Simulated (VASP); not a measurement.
Set up this calculation in VASP 6.6.1, as the native input.

```yaml
Task: relaxation of cell and atoms
Functional: r2SCAN
Potentials_or_basis: VASP PAW PBE potentials, release 64 (Cu)
Cutoff: 600 eV
k_mesh: 20 × 20 × 20
Occupations: gaussian, width 0.1 eV
Spin: no spin polarisation
Dipole_correction: no
Further_INCAR_settings: ALGO = Normal; EDIFF = 1e-06; IBRION = 2; EDIFFG = -0.002; NSW = 100; ISIF = 3
```

The system is Cu.

```
CELL_PARAMETERS angstrom
-1.44279 1.44279 1.37608
1.44279 -1.44279 1.37608
1.44279 1.44279 -1.37608
ATOMIC_POSITIONS crystal
Cu 0.00000 0.00000 0.00000
```

The input as run:

POSCAR

```
Cu
1.0
   -1.4427933200      1.4427933200      1.3760814500
    1.4427933200     -1.4427933200      1.3760814500
    1.4427933200      1.4427933200     -1.3760814500
Cu
1
Direct
    0.0000000000      0.0000000000      0.0000000000
```

INCAR.step1

```
SYSTEM = Cu
ALGO     = Normal         ! electronic algorithm
EDIFF    = 1E-4           ! SCF threshold, eV
ENCUT    = 600            ! plane-wave cutoff, eV
GGA      = PE             ! functional
ISMEAR   = 0              ! smearing method
LASPH    = .True.         ! aspherical terms in the spheres
LCHARG   = .False.        ! write CHGCAR
LREAL    = .False.        ! projectors in reciprocal space
LWAVE    = .True.         ! write WAVECAR
NELM     = 100            ! most SCF steps
PREC     = Accurate       ! precision mode
SIGMA    = 0.1            ! smearing width, eV
```

INCAR.step2

```
SYSTEM = Cu
ALGO     = Normal         ! electronic algorithm
EDIFF    = 1E-6           ! SCF threshold, eV
EDIFFG   = -0.002         ! ionic threshold
ENCUT    = 600            ! plane-wave cutoff, eV
IBRION   = 2              ! ionic algorithm
ISIF     = 3              ! what is computed and relaxed
ISMEAR   = 0              ! smearing method
ISTART   = 1            
LASPH    = .True.         ! aspherical terms in the spheres
LCHARG   = .False.        ! write CHGCAR
LMIXTAU  = .True.       
LREAL    = .False.        ! projectors in reciprocal space
LWAVE    = .False.        ! write WAVECAR
METAGGA  = R2SCAN         ! meta-GGA
NELM     = 100            ! most SCF steps
NSW      = 100            ! ionic steps
PREC     = Accurate       ! precision mode
SIGMA    = 0.1            ! smearing width, eV
```

KPOINTS

```
k-points
0
Gamma
  20 20 20
  0 0 0
```

Potentials or basis: VASP PAW PBE potentials, release 64 (Cu).

The run is started by

```console
$ cat potpaw_PBE.64/Cu/POTCAR > POTCAR
$ cp INCAR.step1 INCAR
$ mpirun -np 1 vasp_std > vasp.out
$ cp INCAR.step2 INCAR
$ mpirun -np 1 vasp_std > vasp.out
```

Results of the run:

- Relaxed volume: 11.53 Å³/atom
- Relaxed cell: a = 2.467 Å, b = 2.467 Å, c = 2.467 Å, α = 107.98°, β = 107.98°, γ = 112.49°
- Space group after relaxing (to 0.05 Å): I4/mmm (No. 139)
- Energy gained by relaxing: 0.3 meV/atom
- Ionic steps: 37
- Pressure after relaxing: 0.0 GPa

Caveat: the PAW data sets were made with another functional, which shifts forces and pressure a little.

Wall time 24 min on 1 thread of Intel(R) Xeon(R) 6975P-C (Granite Rapids) (shared host), peak memory 0.24 GiB.
